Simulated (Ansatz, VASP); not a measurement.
# One calculation of Nb, two programs

```
Nb
1.0
     0.00000    2.11500    2.11500
     2.11500    0.00000    2.11500
     2.11500    2.11500    0.00000
Nb
1
Direct
  0.00000 0.00000 0.00000
```

Alike in both runs: task relaxation of cell and atoms; functional PBE; k mesh 14 × 14 × 14; occupations gaussian, width 0.1 eV; no spin polarisation.

```csv
,VASP,Ansatz
version,VASP 6.6.1,Ansatz 0.2.0
potentials or method,"VASP PAW PBE potentials, release 64 (Nb_sv), cutoff 600 eV","scalar-relativistic, plane waves, PAW"
valence electrons in the cell,13,13
```

Ansatz gave:

```
gap on the k mesh at the Fermi level, each at its own relaxed structure (eV) : none
relaxed volume (Å³/atom)                                                     : 18.76
relaxed length of the cell vector where the two differ most in proportion (Å)              : 2.982
```

Task: Which values does VASP return?

Result: gap on the k mesh at the Fermi level, each at its own relaxed structure (eV): none; relaxed volume (Å³/atom): 18.72; relaxed length of the cell vector where the two differ most in proportion (Å): 2.980.

A gap of «none» marks a metal or a gap that the smearing closes.
